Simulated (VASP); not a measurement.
Write the native input for VASP 6.6.1 that does the following.

```
Task                   : single point
Functional             : PBE
Dispersion             : D3(BJ)
Potentials or basis    : VASP PAW PBE potentials, release 64 (O, H, S)
Cutoff                 : 520 eV
k mesh                 : 1 × 1 × 1
Occupations            : fermi-dirac, width 0.02 eV
Spin                   : no spin polarisation
Dipole correction      : no
Further INCAR settings : ALGO = Normal; EDIFF = 1e-06; NBANDS = 55
```

The structure of H18SO8 lies in POSCAR:

```
H18SO8
1.0
    5.7665580000      0.0000000000      0.0000000000
    0.0000000000      5.7665580000      0.0000000000
    0.0000000000      0.0000000000      5.7665580000
O H S
8 18 1
Direct
    0.6233874696      0.7270368216      0.2084779170
    0.0164569575      1.0192041769      0.2030500690
    0.3303530460      0.7036953413      0.7228402107
    0.8994793775     -0.0028266429      0.7808817669
    0.6766254670      0.4843443871      0.5273162951
    0.4698123213      0.1649857679      0.7524592660
    0.4591820632      0.1008400505      0.2895661502
    0.8639469160      0.5486982009      0.9182253955
    0.5589122662      0.8913289349      0.2320274937
    0.6498850788      0.6442317930      0.0576773874
    0.1683153105      1.0234181292      0.2909361182
   -0.0928630216      0.9228555405      0.2757971046
    0.1969979319      0.6723768321      0.6236996142
    0.4552455728      0.6242545380      0.6355957922
    0.7297247335      0.0317347021      0.8073620347
    0.9727466541      0.0191795522      0.9394859117
    0.6672611287      0.5905082373      0.3802788422
    0.7341120995      0.3334918334      0.4848472867
    0.4105568695      0.3034392440      0.8098071675
    0.3654866560      0.0344399553      0.7837257511
    0.4613323927      0.1431009625      0.4565461754
    0.4266669996      0.2705253290      0.2293395818
    0.7954485154      0.4841362907      0.7709625048
    0.8864386693      0.7043369719      0.8597156224
    0.2067611216      0.5893983898      0.0493361898
    0.0424169843      0.3639259329      0.2094663749
    0.2185359100      0.5136166150      0.2731265341
```

These files were run (other wordings do the same):

INCAR

```
PREC = Accurate ; ENCUT = 520
EDIFF = 1E-6 ; ISMEAR = -1
SIGMA = 0.02 ; LREAL = False
LASPH = True ; NELM = 120
ALGO = Normal ; ISIF = 2
LWAVE = False ; LCHARG = True
GGA = PE ; IVDW = 12
LELF = True ; LVHAR = True
NBANDS = 55 ; GGA_COMPAT = False
```

KPOINTS

```
Automatic mesh
0
Gamma
  1 1 1
```

Potentials or basis: VASP PAW PBE potentials, release 64 (O, H, S).

Run with:

```console
$ cat potpaw_PBE.64/O/POTCAR potpaw_PBE.64/H/POTCAR potpaw_PBE.64/S/POTCAR > POTCAR
$ mpirun -np 1 vasp_gam > vasp.out
```

It gave:

```
Pressure                   : 9.7 GPa
Largest force              : 2.313 eV/Å
Dispersion energy per atom : -0.059 eV
```

Caveat: the k points lie up to 1.09 Å⁻¹ apart; the atoms stand as in a frame of molecular dynamics.

It took 15 s on 1 thread of Intel(R) Xeon(R) 6975P-C (Granite Rapids), with other jobs on the host, peak memory 0.35 GiB.
